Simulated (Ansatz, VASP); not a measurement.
## AlN in VASP and in Ansatz

Contents of POSCAR:

```
AlN
1.0
    3.1066653383      0.0000000000      0.0000000000
   -1.5533326691      2.6904511040      0.0000000000
    0.0000000000      0.0000000000      5.3766772303
Al N
2 2
Direct
    0.3333333333      0.6666666667      0.0016929024
    0.6666666667      0.3333333333      0.5016929024
    0.3333333333      0.6666666667      0.3833070976
    0.6666666667      0.3333333333      0.8833070976
```

The input INCAR.step1:

```
  ALGO = Normal
  EDIFF = 1E-4
  ENCUT = 520
  GGA = PE
  ISMEAR = 0
  LASPH = T
  LCHARG = F
  LREAL = F
  LWAVE = T
  NBANDS = 16
  NELM = 60
  PREC = Accurate
  SIGMA = 0.05
```

File INCAR.step2:

```
  ALGO = Normal
  EDIFF = 1E-6
  ENCUT = 520
  ISIF = 2
  ISMEAR = 0
  ISTART = 1
  LASPH = T
  LCHARG = F
  LMIXTAU = T
  LREAL = F
  LWAVE = F
  METAGGA = R2SCAN
  NBANDS = 16
  NELM = 60
  PREC = Accurate
  SIGMA = 0.05
```

The input KPOINTS:

```
k-points
0
Gamma
  12 12 6
```

Input for Ansatz:

```yaml
crystal:
  lattice:
    - [3.1066653383, 0.0, 0.0]
    - [-1.5533326691, 2.690451104, 0.0]
    - [0.0, 0.0, 5.3766772303]
  atoms:
    - { symbol: Al, position: [0.3333333333, 0.6666666667, 0.0016929024] }
    - { symbol: Al, position: [0.6666666667, 0.3333333333, 0.5016929024] }
    - { symbol: "N", position: [0.3333333333, 0.6666666667, 0.3833070976] }
    - { symbol: "N", position: [0.6666666667, 0.3333333333, 0.8833070976] }
basis:
  ecutwfc: 500
kpoints:
  mp_grid: { grid: [12, 12, 6] }
hamiltonian:
  xc: r2scan
scf:
  occupations: { method: gaussian, width: 0.05 }
output:
  forces: true
  stress: true
  eigenvalues: true
```

Change from the starting cell: strain +0.000 along x and y, +0.080 along z, atoms carried along.

Alike in both runs: task single point; functional r2SCAN; k mesh 12 × 12 × 6; occupations gaussian, width 0.05 eV; no spin polarisation.

|  | VASP | Ansatz |
| --- | --- | --- |
| version | VASP 6.6.1 | Ansatz 0.2.0 |
| potentials or method | VASP PAW PBE potentials, release 64 (Al, N), cutoff 520 eV | scalar-relativistic, plane waves, PAW |
| valence electrons in the cell | 16 | 16 |

|  | VASP | Ansatz | Ansatz less VASP |
| --- | --- | --- | --- |
| gap on the k mesh at the Fermi level (eV) | 4.13 | 4.10 | -0.032 |
| least direct gap on the mesh (eV) | 4.13 | 4.10 | -0.032 |
| pressure (GPa) | -12.5 | -12.1 | +0.38 |
| traceless stress, the component that is largest in VASP (GPa) | -16.11 | -15.94 | +0.172 |
| rms of the force components (eV/Å) | 0.197 | 0.194 | -0.0030 |

VASP's potentials were made for PBE, not for r2SCAN. Atom by atom the forces differ by 0.003 eV/Å (rms over components).
